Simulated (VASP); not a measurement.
# C in VASP: a series of runs

The runs below take C through single point, with PBEsol.

Everything below comes from runs of VASP 6.6.1. Logs are shortened: lines on timing, memory, paths and dates and some standing lists are left out, and cuts for length are marked.

### Step 1. The cell of the first run

The cell holds a slab with vacuum, 32 atoms: a = 9.864 Å, b = 9.864 Å, c = 11.000 Å, α = 90.00°, β = 90.00°, γ = 120.00°.

### Step 2. Single point, PBEsol

File INCAR:

```
PREC = Accurate ; ENCUT = 520
EDIFF = 1E-6 ; ISMEAR = -1
SIGMA = 0.02 ; LREAL = Auto
LASPH = T ; NELM = 60
ALGO = Normal ; ISIF = 2
LWAVE = F ; LCHARG = T
GGA = PS ; LELF = T
LVHAR = T ; NBANDS = 86
```

File KPOINTS:

```
Automatic mesh
0
Gamma
  1 1 1
```

File POSCAR:

```
C
1.0
    9.8640000000      0.0000000000      0.0000000000
   -4.9320000000      8.5424750000      0.0000000000
    0.0000000000      0.0000000000     11.0000000000
C
32
Direct
   -0.0210246258     -0.0090606060      0.1088909091
    0.1483324512      0.0699211879      0.0953181818
   -0.0207059861      0.2420024642      0.1142000000
    0.1397257012      0.3216046872      0.0953727273
   -0.0108153385      0.4959686742      0.0848000000
    0.1592228078      0.5809557535      0.0918818182
   -0.0153359477      0.7418341874      0.0931454545
    0.1503000868      0.8238361833      0.0770545455
    0.2244313924     -0.0097746847      0.0844818182
    0.3970112640      0.0769097949      0.0956636364
    0.2207180152      0.2268780418      0.1003818182
    0.3926928875      0.3266266509      0.1092363636
    0.2361710183      0.4929016474      0.0907000000
    0.4041987508      0.5747397563      0.1060636364
    0.2358339534      0.7485535515      0.0703090909
    0.3998284322      0.8284484298      0.0748090909
    0.4818627182     -0.0037928118      0.0750363636
    0.6454130588      0.0739364177      0.1033000000
    0.4750589860      0.2416629841      0.0904636364
    0.6437584061      0.3146863175      0.0968545455
    0.4786707018      0.4943649235      0.1040181818
    0.6535142975      0.5711810687      0.1015363636
    0.4850405270      0.7423843792      0.0959181818
    0.6499688465      0.8264583742      0.1026545455
    0.7369465589     -0.0014515699      0.1021545455
    0.8939164053      0.0735384066      0.1166090909
    0.7317566470      0.2407030749      0.1153090909
    0.8967770557      0.3291786046      0.1049727273
    0.7352042870      0.4820265789      0.0960090909
    0.9066077609      0.5771044106      0.0924545455
    0.7287649571      0.7417756564      0.1100454545
    0.9042942145      0.8243629627      0.1015090909
```

Potentials or basis: VASP PAW PBE potentials, release 64 (C).

Launch:

```console
cat potpaw_PBE.64/C/POTCAR > POTCAR
mpirun -np 1 vasp_gam > vasp.out
```

OUTCAR:

```text
PREC = Accurate
   ENCUT = 520
   EDIFF = 1E-6
   ISMEAR = -1
   LREAL = Auto
   LASPH = T
   NELM = 60
   ISIF = 2
   GGA = PS

 ion  position               nearest neighbor table
   1  0.979  0.991  0.109-  32 1.43  26 1.43   2 1.46
   2  0.148  0.070  0.095-   9 1.34  11 1.34   1 1.46
   3  0.979  0.242  0.114-   4 1.39  26 1.44  28 1.45
   4  0.140  0.322  0.095-   3 1.39  13 1.47  11 1.50
   5  0.989  0.496  0.085-  30 1.40  28 1.44   6 1.45
   6  0.159  0.581  0.092-  13 1.41  15 1.45   5 1.45
[... 24 lines left out ...]
  31  0.729  0.742  0.110-  24 1.40  22 1.46  32 1.50
  32  0.904  0.824  0.102-   7 1.39   1 1.43  31 1.50

  LATTYP: Found a hexagonal cell.
 ALAT       =     9.8640000000
 C/A-ratio  =     1.1151662612

  Lattice vectors:

 A1 = (   9.8640000000,   0.0000000000,   0.0000000000)
 A2 = (  -4.9320000000,   8.5424750000,   0.0000000000)
 A3 = (   0.0000000000,   0.0000000000,  11.0000000000)

Analysis of symmetry for initial positions (statically):
=====================================================================
 Subroutine PRICEL returns:
 Original cell was already a primitive cell.

 Routine SETGRP: Setting up the symmetry group for a
 hexagonal supercell.

 Subroutine GETGRP returns: Found  1 space group operations
 (whereof  1 operations were pure point group operations)
 out of a pool of 24 trial point group operations.

The static configuration has the point symmetry C_1 .

Analysis of symmetry for dynamics (positions and initial velocities):
=====================================================================
 Subroutine PRICEL returns:
 Original cell was already a primitive cell.

 Routine SETGRP: Setting up the symmetry group for a
 hexagonal supercell.

 Subroutine GETGRP returns: Found  1 space group operations
 (whereof  1 operations were pure point group operations)
 out of a pool of 24 trial point group operations.

The dynamic configuration has the point symmetry C_1 .

 Subroutine INISYM returns: Found  1 space group operations
 (whereof  1 operations are pure point group operations),
 and found     1 'primitive' translations

----------------------------------------------------------------------------------------

                                     Primitive cell

  volume of cell :     926.8927

  direct lattice vectors                    reciprocal lattice vectors
     9.864000000  0.000000000  0.000000000     0.101378751  0.058531046  0.000000000
    -4.932000000  8.542475000  0.000000000     0.000000000  0.117062093  0.000000000
     0.000000000  0.000000000 11.000000000     0.000000000  0.000000000  0.090909091

  length of vectors
     9.864000000  9.864000361 11.000000000     0.117062097  0.117062093  0.090909091

  position of ions in fractional coordinates (direct lattice)
     0.978975374  0.990939394  0.108890909
     0.148332451  0.069921188  0.095318182
     0.979294014  0.242002464  0.114200000
     0.139725701  0.321604687  0.095372727
     0.989184661  0.495968674  0.084800000
     0.159222808  0.580955753  0.091881818
[... 24 lines left out ...]
     0.728764957  0.741775656  0.110045455
     0.904294214  0.824362963  0.101509091

  ion indices of the primitive-cell ions
   primitive index   ion index
                 1           1
                 2           2
                 3           3
                 4           4
                 5           5
                 6           6
[... 24 lines left out ...]
                31          31
                32          32

----------------------------------------------------------------------------------------

 KPOINTS: Automatic mesh

Automatic generation of k-mesh.
 Grid dimensions read from file:
 generate k-points for:    1    1    1

 Generating k-lattice:

  Cartesian coordinates                     Fractional coordinates (reciprocal lattice)
     0.101378751  0.058531046  0.000000000     1.000000000 -0.000000000  0.000000000
     0.000000000  0.117062093  0.000000000     0.000000000  1.000000000  0.000000000
     0.000000000  0.000000000  0.090909091     0.000000000  0.000000000  1.000000000

  Length of vectors
     0.117062097  0.117062093  0.090909091

  Shift w.r.t. Gamma in fractional coordinates (k-lattice)
     0.000000000  0.000000000  0.000000000

 Subroutine IBZKPT returns following result:
 ===========================================

 Found      1 irreducible k-points:

 Following reciprocal coordinates:
            Coordinates               Weight
  0.000000  0.000000  0.000000      1.000000
   k-points           NKPTS =      1   k-points in BZ     NKDIM =      1   number of bands    NBANDS=     86
   number of dos      NEDOS =    301   number of ions     NIONS =     32
   total plane-waves  NPLWV = 537600
   dimension x,y,z NGX =    80 NGY =   80 NGZ =   84
   dimension x,y,z NGXF=   160 NGYF=  160 NGZF=  168
   ions per type =              32
   NGX,Y,Z   is equivalent  to a cutoff of  13.48, 13.48, 12.70 a.u.
   NGXF,Y,Z  is equivalent  to a cutoff of  26.97, 26.97, 25.39 a.u.
 SYSTEM =  unknown system
   PREC   = accura    normal or accurate (medium, high low for compatibility)
   ISTART =      0    job   : 0-new  1-cont  2-samecut
   ICHARG =      2    charge: 1-file 2-atom 10-const
   ISPIN  =      1    spin polarized calculation?
   LNONCOLLINEAR =      F non collinear calculations
   LSORBIT =      F    spin-orbit coupling
   LASPH  =      T    aspherical Exc in radial PAW
   ENCUT  =  520.0 eV  38.22 Ry    6.18 a.u.  18.34 18.34 20.45*2*pi/ulx,y,z
   NELM   =     60;   NELMIN=  2; NELMDL= -5     # of ELM steps
   EDIFF  = 0.1E-05   stopping-criterion for ELM
   LREAL  =      T    real-space projection
   EDIFFG = 0.1E-04   stopping-criterion for IOM
   NSW    =      0    number of steps for IOM
   IBRION =     -1    ionic relax: 0-MD 1-quasi-New 2-CG
   NFREE  =      0    steps in history (QN), initial steepest desc. (CG)
   ISIF   =      2    stress and relaxation
   ISYM   =      2    0-nonsym 1-usesym 2-fastsym
   POTIM  = 0.5000    time-step for ionic-motion
   TEBEG  =    0.0;   TEEND  =   0.0 temperature during run
   PSTRESS=    0.0 pullay stress
   NELECT =     128.0000    total number of electrons
   NUPDOWN=      -1.0000    fix difference up-down
   EMIN   =  10.00;   EMAX   =-10.00  energy-range for DOS
   EFERMI =   0.00;   METHOD = LEGACY
   ISMEAR =    -1;   SIGMA  =   0.02  broadening in eV -4-tet -1-fermi 0-gaus
   EFERMI_NEDOS =   21; number of points for ismear=-14 and -15
   IALGO  =     38    algorithm
   IMIX   =      4    mixing-type and parameters
     AMIX     =   0.40;   BMIX     =  1.00
     AMIX_MAG =   1.60;   BMIX_MAG =  1.00
  volume/ion in A,a.u.               =      28.97       195.47
  Fermi-wavevector in a.u.,A,eV,Ry     =   0.846191  1.599069  9.742302  0.716039
  Thomas-Fermi vector in A             =   1.961499
   LORBIT       =      0    0 simple, 1 ext, 2 COOP (PROOUT), +10 PAW based schemes
   GGA     = PS    functional components
   LHFCALC =     F    Hartree Fock is set to
   AEXX    =    0.0000 exact exchange contribution
   IVDW    =     0    specifies the selected vdW correction
   LEPSILON=     F    determine dielectric tensor
   LRPA    =     F    only Hartree local field effects (RPA)
 non-spin polarized calculation
  energy-cutoff  :      520.00
  volume of cell :      926.89
 maximum number of plane-waves:     12471
 NGX is ok and might be reduce to    80
   NGX = 37   NGY = 37   NGZ = 41

 number of electron     128.0000000 magnetization

 Free energy of the ion-electron system (eV)
  ---------------------------------------------------
  ext. energy  EPLUGINS =         0.00000000
  ---------------------------------------------------
  free energy    TOTEN  =      -305.63789973 eV

  energy without entropy =     -305.63789973  energy(sigma->0) =     -305.63789973

 E-fermi :  -3.2448     XC(G=0):  -3.8936

 val. band max:       -3.7665894273   @ k =   0.0000   0.0000   0.0000
 cond. band min:      -0.1859160382   @ k =   0.0000   0.0000   0.0000
 fundamental gap:      3.5806733890
 Fermi energy:        -3.2447637356

 k-point     1 :       0.0000    0.0000    0.0000
  band No.  band energies     occupation
      1     -21.0594      2.00000
      2     -19.8142      2.00000
      3     -19.7087      2.00000
      4     -19.6490      2.00000
      5     -19.5487      2.00000
      6     -19.4498      2.00000
[... 68 lines left out ...]
     75       3.0799      0.00000
     76       3.6022      0.00000
 [bands above 76 left out]

------------------------ aborting loop because EDIFF is reached ----------------------------------------

  FORCE on cell =-STRESS in cart. coord.  units (eV):
  Direction    XX          YY          ZZ          XY          YZ          ZX
  --------------------------------------------------------------------------------------
  -------------------------------------------------------------------------------------
  Total       -5.3055300     -7.6107240     -2.7945250     -3.7709885      0.8126905     -0.5811157
  in kB       -9.1708564    -13.1554918     -4.8304670     -6.5183298      1.4047734     -1.0044857
  external PRESSURE =      -9.0522717 kB  Pullay stress =       0.0000000 kB

 VOLUME and BASIS-vectors are now :
 -----------------------------------------------------------------------------
  energy-cutoff  :      520.00
  volume of cell :      926.89
      direct lattice vectors                 reciprocal lattice vectors
     9.864000000  0.000000000  0.000000000     0.101378751  0.058531046  0.000000000
    -4.932000000  8.542475000  0.000000000     0.000000000  0.117062093  0.000000000
     0.000000000  0.000000000 11.000000000     0.000000000  0.000000000  0.090909091

 POSITION                                       TOTAL-FORCE (eV/Angst)
 -----------------------------------------------------------------------------------
      4.76930      8.46507      1.19780         1.181010     -0.877009     -0.824588
      1.11830      0.59730      1.04850        -4.530892     -0.859364      0.799529
      8.46620      2.06730      1.25620        -1.421543      0.473729     -1.173595
     -0.20790      2.74730      1.04910         2.979773      0.046494      1.015620
      7.31120      4.23680      0.93280         0.472272     -0.685325      1.721786
     -1.29470      4.96280      1.01070        -1.618310     -0.656527     -2.061652
[... 24 lines left out ...]
      3.53010      6.33660      1.21050         3.967682     -1.327122     -1.049814
      4.85420      7.04210      1.11660        -3.817431      0.503129      0.961936
 -----------------------------------------------------------------------------------
    total drift:                                0.000668      0.002313     -0.001610

  FREE ENERGIE OF THE ION-ELECTRON SYSTEM (eV)
  ---------------------------------------------------
  free  energy   TOTEN  =      -305.6378997275 eV

  energy  without entropy=     -305.6378997275  energy(sigma->0) =     -305.63789973
```

It took 2.6 min on 1 thread of Intel Xeon 6975P-C (Granite Rapids), shared host; peak memory 0.9 GiB.

What came out:

| Quantity | Value |
| --- | --- |
| Free energy | -305.6379 eV |
| Largest force | 7.085 eV/Å |
| Band gap on the k mesh | 3.58 eV |

Forces on the atoms (eV/Å):
```
C    1.181 -0.877 -0.825
C   -4.531 -0.859  0.800
C   -1.422  0.474 -1.174
C    2.980  0.046  1.016
C    0.472 -0.685  1.722
C   -1.618 -0.657 -2.062
C    0.735 -0.320 -0.675
C   -2.119  1.355  0.473
C    5.341 -1.184  0.364
C   -1.594 -1.041 -2.587
C    0.095  7.079  0.286
C    0.060 -1.920 -2.090
C   -0.176 -0.852  1.264
C   -4.217  2.289 -1.430
C    1.693 -2.284  1.367
C    1.484  0.075  0.225
C    0.697 -0.559  2.246
C    1.078  0.765 -0.697
C    1.175  0.427  2.066
C   -0.790  2.563  0.355
C    5.548 -2.590  0.668
C   -2.148  0.342  0.359
C   -1.424  0.735 -0.396
C   -0.347  0.810 -0.022
C   -2.878 -3.551  0.702
C    2.653  1.654 -0.359
C   -0.912 -0.740 -1.702
C    2.012 -0.484  0.420
C   -1.457  2.344  0.110
C   -1.720 -1.530 -0.338
C    3.968 -1.327 -1.050
C   -3.817  0.503  0.962
```

Levels at points of the mesh, in eV from the valence-band top:
```tsv
k point	band 60	band 61	band 62	band 63	band 64	band 65	band 66	band 67	band 68	band 69
(0.00, 0.00, 0.00)	-0.39	-0.33	-0.12	-0.03	0.00	3.58	3.78	3.83	4.72	4.73
```

Caveat: the k points lie up to 0.74 Å⁻¹ apart; the PAW data sets were made with another functional, which shifts forces and pressure a little.

(Continued in part 2 of 2.)
